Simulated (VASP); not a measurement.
# SiC (Moissanite 3C) (F-43m) in VASP: further runs, part 2 of 4

VASP 6.6.1. The steps go on from the part before.

**3. Single point, PBEsol (volume scaled by 0.880)**

The input, INCAR:

```
PREC = Accurate
ENCUT = 520
EDIFF = 1E-7
ISMEAR = 0
SIGMA = 0.05
LREAL = False
LASPH = True
NELM = 60
ALGO = Normal
ISIF = 2
LWAVE = False
LCHARG = False
GGA = PS
NBANDS = 11
```

The input, KPOINTS:

```
regular mesh
0
Gamma
  18 18 18
```

The input, POSCAR:

```
SiC
1.0
    0.0000000000      2.0875311063      2.0875311063
    2.0875311063      0.0000000000      2.0875311063
    2.0875311063      2.0875311063      0.0000000000
Si C
1 1
Direct
    0.0000000000      0.0000000000      0.0000000000
    0.2500000000      0.2500000000      0.2500000000
```

Potentials or basis: VASP PAW PBE potentials, release 64 (Si, C).

On the command line:

```sh
$ cat potpaw_PBE.64/Si/POTCAR potpaw_PBE.64/C/POTCAR > POTCAR
$ mpirun -np 1 vasp_std > vasp.out
```

OUTCAR:

```text
PREC = Accurate
   ENCUT = 520
   EDIFF = 1E-7
   ISMEAR = 0
   LREAL = False
   LASPH = True
   NELM = 60
   ISIF = 2
   GGA = PS

 ion  position               nearest neighbor table
   1  0.000  0.000  0.000-   2 1.81   2 1.81   2 1.81   2 1.81
   2  0.250  0.250  0.250-   1 1.81   1 1.81   1 1.81   1 1.81

  LATTYP: Found a face centered cubic cell.
 ALAT       =     4.1750622126

  Lattice vectors:

 A1 = (   0.0000000000,   2.0875311063,   2.0875311063)
 A2 = (   2.0875311063,   0.0000000000,   2.0875311063)
 A3 = (   2.0875311063,   2.0875311063,   0.0000000000)

Analysis of symmetry for initial positions (statically):
[... 5 lines left out ...]
 face centered cubic supercell.

 Subroutine GETGRP returns: Found 24 space group operations
 (whereof 24 operations were pure point group operations)
 out of a pool of 48 trial point group operations.

The static configuration has the point symmetry T_d .

Analysis of symmetry for dynamics (positions and initial velocities):
[... 5 lines left out ...]
 face centered cubic supercell.

 Subroutine GETGRP returns: Found 24 space group operations
 (whereof 24 operations were pure point group operations)
 out of a pool of 48 trial point group operations.

The dynamic configuration has the point symmetry T_d .

 Subroutine INISYM returns: Found 24 space group operations
 (whereof 24 operations are pure point group operations),
 and found     1 'primitive' translations

----------------------------------------------------------------------------------------

                                     Primitive cell

  volume of cell :      18.1940

  direct lattice vectors                    reciprocal lattice vectors
     0.000000000  2.087531106  2.087531106    -0.239517389  0.239517389  0.239517389
     2.087531106  0.000000000  2.087531106     0.239517389 -0.239517389  0.239517389
     2.087531106  2.087531106  0.000000000     0.239517389  0.239517389 -0.239517389

  length of vectors
     2.952214802  2.952214802  2.952214802     0.414856287  0.414856287  0.414856287

  position of ions in fractional coordinates (direct lattice)
     0.000000000  0.000000000  0.000000000
     0.250000000  0.250000000  0.250000000

  ion indices of the primitive-cell ions
   primitive index   ion index
                 1           1
                 2           2

----------------------------------------------------------------------------------------

 KPOINTS: regular mesh

Automatic generation of k-mesh.
 Grid dimensions read from file:
 generate k-points for:   18   18   18

 Generating k-lattice:

  Cartesian coordinates                     Fractional coordinates (reciprocal lattice)
    -0.013306522  0.013306522  0.013306522     0.055555556  0.000000000  0.000000000
     0.013306522 -0.013306522  0.013306522     0.000000000  0.055555556  0.000000000
     0.013306522  0.013306522 -0.013306522     0.000000000  0.000000000  0.055555556

  Length of vectors
     0.023047572  0.023047572  0.023047572

  Shift w.r.t. Gamma in fractional coordinates (k-lattice)
     0.000000000  0.000000000  0.000000000

 Subroutine IBZKPT returns following result:
 ===========================================

 Found    195 irreducible k-points:

 Following reciprocal coordinates:
            Coordinates               Weight
  0.000000  0.000000  0.000000      1.000000
  0.055556  0.000000  0.000000      8.000000
  0.111111  0.000000  0.000000      8.000000
  0.166667  0.000000  0.000000      8.000000
  0.222222  0.000000  0.000000      8.000000
  0.277778  0.000000  0.000000      8.000000
[... 16 lines left out ...]
 -0.277778  0.055556  0.000000     24.000000
 -0.222222  0.055556  0.000000     24.000000
 [... further k-points ...]
   k-points           NKPTS =    195   k-points in BZ     NKDIM =    195   number of bands    NBANDS=     11
   number of dos      NEDOS =    301   number of ions     NIONS =      2
   total plane-waves  NPLWV =  13824
   dimension x,y,z NGX =    24 NGY =   24 NGZ =   24
   dimension x,y,z NGXF=    48 NGYF=   48 NGZF=   48
   ions per type =               1   1
   NGX,Y,Z   is equivalent  to a cutoff of  13.51, 13.51, 13.51 a.u.
   NGXF,Y,Z  is equivalent  to a cutoff of  27.03, 27.03, 27.03 a.u.
 SYSTEM =  unknown system
   PREC   = accura    normal or accurate (medium, high low for compatibility)
   ISTART =      0    job   : 0-new  1-cont  2-samecut
   ICHARG =      2    charge: 1-file 2-atom 10-const
   ISPIN  =      1    spin polarized calculation?
   LNONCOLLINEAR =      F non collinear calculations
   LSORBIT =      F    spin-orbit coupling
   LASPH  =      T    aspherical Exc in radial PAW
   ENCUT  =  520.0 eV  38.22 Ry    6.18 a.u.   5.49  5.49  5.49*2*pi/ulx,y,z
   NELM   =     60;   NELMIN=  2; NELMDL= -5     # of ELM steps
   EDIFF  = 0.1E-06   stopping-criterion for ELM
   LREAL  =      F    real-space projection
   EDIFFG = 0.1E-05   stopping-criterion for IOM
   NSW    =      0    number of steps for IOM
   IBRION =     -1    ionic relax: 0-MD 1-quasi-New 2-CG
   NFREE  =      0    steps in history (QN), initial steepest desc. (CG)
   ISIF   =      2    stress and relaxation
   ISYM   =      2    0-nonsym 1-usesym 2-fastsym
   POTIM  = 0.5000    time-step for ionic-motion
   TEBEG  =    0.0;   TEEND  =   0.0 temperature during run
   PSTRESS=    0.0 pullay stress
   NELECT =       8.0000    total number of electrons
   NUPDOWN=      -1.0000    fix difference up-down
   EMIN   =  10.00;   EMAX   =-10.00  energy-range for DOS
   EFERMI =   0.00;   METHOD = LEGACY
   ISMEAR =     0;   SIGMA  =   0.05  broadening in eV -4-tet -1-fermi 0-gaus
   EFERMI_NEDOS =   21; number of points for ismear=-14 and -15
   IALGO  =     38    algorithm
   IMIX   =      4    mixing-type and parameters
     AMIX     =   0.40;   BMIX     =  1.00
     AMIX_MAG =   1.60;   BMIX_MAG =  1.00
  volume/ion in A,a.u.               =       9.10        61.39
  Fermi-wavevector in a.u.,A,eV,Ry     =   1.244883  2.352488 21.085407  1.549734
  Thomas-Fermi vector in A             =   2.379130
   LORBIT       =      0    0 simple, 1 ext, 2 COOP (PROOUT), +10 PAW based schemes
   GGA     = PS    functional components
   LHFCALC =     F    Hartree Fock is set to
   AEXX    =    0.0000 exact exchange contribution
   IVDW    =     0    specifies the selected vdW correction
   LEPSILON=     F    determine dielectric tensor
   LRPA    =     F    only Hartree local field effects (RPA)
 non-spin polarized calculation
 Gauss-broadening in eV      SIGMA  =   0.05
  energy-cutoff  :      520.00
  volume of cell :       18.19
 maximum number of plane-waves:       531
 NGX is ok and might be reduce to    24
   NGX = 11   NGY = 11   NGZ = 11

 number of electron       8.0000000 magnetization

 Free energy of the ion-electron system (eV)
  ---------------------------------------------------
  ext. energy  EPLUGINS =         0.00000000
  ---------------------------------------------------
  free energy    TOTEN  =       -15.65529478 eV

  energy without entropy =      -15.65529478  energy(sigma->0) =      -15.65529478

 E-fermi :   9.8090     XC(G=0): -12.0680

 val. band max:        9.5665279753   @ k =   0.0000   0.0000   0.0000
 cond. band min:      10.6729622622   @ k =   0.5000   0.5000   0.0000
 fundamental gap:      1.1064342869
 Fermi energy:         9.8089722388

 k-point     1 :       0.0000    0.0000    0.0000
  band No.  band energies     occupation
      1      -6.9055      2.00000
      2       9.5665      2.00000
      3       9.5665      2.00000
      4       9.5665      2.00000
      5      17.2705      0.00000
      6      17.7564      0.00000
      7      17.7564      0.00000
      8      17.7564      0.00000
      9      24.8091      0.00000
     10      24.8091      0.00000
     11      27.7568      0.00000

 k-point     2 :       0.0556    0.0000    0.0000
  band No.  band energies     occupation
      1      -6.8384      2.00000
      2       9.2205      2.00000
      3       9.5221      2.00000
      4       9.5221      2.00000
      5      17.3221      0.00000
      6      17.8461      0.00000
      7      17.8461      0.00000
      8      17.8871      0.00000
      9      24.3429      0.00000
     10      24.3429      0.00000
     11      27.2379      0.00000
[... 295 lines left out ...]
 k-point    24 :      -0.2222    0.0556    0.0000
  band No.  band energies     occupation
      1      -5.6103      2.00000
      2       5.2700      2.00000
      3       8.4578      2.00000
      4       9.1779      2.00000
      5      16.8342      0.00000
      6      18.1441      0.00000
      7      18.3548      0.00000
      8      19.8637      0.00000
      9      22.3813      0.00000
     10      24.1366      0.00000
     11      26.3016      0.00000

 [... further k-points ...]
[... 5 lines left out ...]
  --------------------------------------------------------------------------------------
  -------------------------------------------------------------------------------------
  Total        4.1622945      4.1622945      4.1622945      0.0000000      0.0000000     -0.0000000
  in kB      366.5342162    366.5342162    366.5342162      0.0000000      0.0000000     -0.0000000
  external PRESSURE =     366.5342162 kB  Pullay stress =       0.0000000 kB

 VOLUME and BASIS-vectors are now :
 -----------------------------------------------------------------------------
  energy-cutoff  :      520.00
  volume of cell :       18.19
      direct lattice vectors                 reciprocal lattice vectors
     0.000000000  2.087531106  2.087531106    -0.239517389  0.239517389  0.239517389
     2.087531106  0.000000000  2.087531106     0.239517389 -0.239517389  0.239517389
     2.087531106  2.087531106  0.000000000     0.239517389  0.239517389 -0.239517389

 POSITION                                       TOTAL-FORCE (eV/Angst)
 -----------------------------------------------------------------------------------
      0.00000      0.00000      0.00000        -0.000000     -0.000000     -0.000000
      1.04377      1.04377      1.04377         0.000000      0.000000      0.000000
 -----------------------------------------------------------------------------------
    total drift:                                0.000000      0.000000      0.000000

  FREE ENERGIE OF THE ION-ELECTRON SYSTEM (eV)
  ---------------------------------------------------
  free  energy   TOTEN  =       -15.6552947775 eV

  energy  without entropy=      -15.6552947775  energy(sigma->0) =      -15.65529478
```

OSZICAR:

```text
N       E                     dE             d eps       ncg     rms          rms(c)
DAV:   1     0.305422058807E+01    0.30542E+01   -0.41933E+03  4530   0.627E+02
DAV:   2    -0.173029322497E+02   -0.20357E+02   -0.19552E+02  5319   0.114E+02
DAV:   3    -0.178467220037E+02   -0.54379E+00   -0.54282E+00  5222   0.153E+01
DAV:   4    -0.178484119074E+02   -0.16899E-02   -0.16898E-02  4951   0.110E+00
DAV:   5    -0.178484181676E+02   -0.62602E-05   -0.62602E-05  5262   0.614E-02    0.103E+01
DAV:   6    -0.157821157382E+02    0.20663E+01   -0.63614E+00  4833   0.118E+01    0.472E+00
DAV:   7    -0.156703539859E+02    0.11176E+00   -0.55849E-01  5161   0.415E+00    0.202E+00
DAV:   8    -0.156554520665E+02    0.14902E-01   -0.23473E-02  4857   0.986E-01    0.171E-01
DAV:   9    -0.156552612885E+02    0.19078E-03   -0.15003E-03  5211   0.216E-01    0.117E-01
DAV:  10    -0.156552942205E+02   -0.32932E-04   -0.91140E-05  4842   0.628E-02    0.268E-02
DAV:  11    -0.156552945311E+02   -0.31058E-06   -0.52443E-06  5130   0.144E-02    0.480E-03
DAV:  12    -0.156552947650E+02   -0.23388E-06   -0.41567E-07  4968   0.381E-03    0.622E-04
DAV:  13    -0.156552947775E+02   -0.12534E-07   -0.91096E-09  2865   0.662E-04
   1 F= -.15655295E+02 E0= -.15655295E+02  d E =-.153222E-14
```

stdout:

```text
POSCAR found type information on POSCAR SiC
 POSCAR found :  2 types and       2 ions
 scaLAPACK will be used
 -----------------------------------------------------------------------------
|                                                                             |
|                                                                             |
|     You enforced a specific xc type in the INCAR file but a different       |
|     I HOPE YOU KNOW WHAT YOU ARE DOING!                                     |
|                                                                             |
 -----------------------------------------------------------------------------

 LDA part: xc-table for (Slater+PW92), standard interpolation
 POSCAR, INCAR and KPOINTS ok, starting setup
 FFT: planning ... GRIDC
 FFT: planning ... GRID_SOFT
 FFT: planning ... GRID
 WAVECAR not read
 entering main loop
```

Run time: 20 s. Hardware: 1 thread of Intel Xeon Platinum 8488C (Sapphire Rapids), shared host; peak memory 0.16 GiB.

Results:

```
Free energy            : -15.6553 eV
Pressure               : 36.7 GPa
Band gap on the k mesh : 1.11 eV, indirect (least direct gap 4.56 eV)
```

Caveat: the PAW data sets were made with another functional, which shifts forces and pressure a little. A k mesh can miss the band edges.

(Part 2 of 4 ends here.)
